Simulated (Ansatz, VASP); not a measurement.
HfC in VASP and in Ansatz

INCAR

```
PREC = Accurate
ENCUT = 520
EDIFF = 1E-6
ISMEAR = -1
SIGMA = 0.05
LREAL = False
LASPH = True
NELM = 80
ALGO = Normal
ISIF = 2
LWAVE = False
LCHARG = False
GGA = PE
NBANDS = 14
```

The input KPOINTS:

```
regular mesh
0
Gamma
  15 15 15
```

The input POSCAR:

```
HfC
1.0
    0.0000000000      2.3250000000      2.3250000000
    2.3250000000      0.0000000000      2.3250000000
    2.3250000000      2.3250000000      0.0000000000
Hf C
1 1
Direct
    0.5248322581      0.5248322581      0.5248322581
    0.0000000000      0.0000000000      0.0000000000
```

Input for Ansatz:

```yaml
crystal:
  lattice:
    - [0.0, 2.325, 2.325]
    - [2.325, 0.0, 2.325]
    - [2.325, 2.325, 0.0]
  atoms:
    - { symbol: Hf, position: [0.5248322581, 0.5248322581, 0.5248322581] }
    - { symbol: C, position: [0.0, 0.0, 0.0] }
kpoints:
  mp_grid: { grid: [15, 15, 15] }
scf:
  occupations: { method: fermi_dirac, width: 0.05 }
hamiltonian:
  xc: pbe
  pseudopotentials: { kind: all_electron, lapw: { basis_error: 0.001 } }
output:
  forces: true
  stress: true
  eigenvalues: true
```

Alike in both runs: task single point; functional PBE; k mesh 15 × 15 × 15; occupations fermi-dirac, width 0.05 eV; no spin polarisation.

|  | VASP | Ansatz |
| --- | --- | --- |
| version | VASP 6.6.1 | Ansatz 0.2.0 |
| potentials or method | VASP PAW PBE potentials, release 64 (Hf_pv, C), cutoff 520 eV | all-electron LAPW, scalar-relativistic |

VASP gave:

* pressure (GPa): 3.0
* traceless stress, the component that is largest in VASP (GPa): -1.35
* rms of the force components (eV/Å): 0.753

Question: What did Ansatz give for the same quantities?

Answer: Pressure (GPa): 3.7; traceless stress, the component that is largest in VASP (GPa): -1.34; rms of the force components (eV/Å): 0.760.

Atom by atom the forces differ by 0.007 eV/Å (rms over components). Ansatz ran all-electron here, and VASP with PAW potentials.

Neither program's run includes spin-orbit coupling.
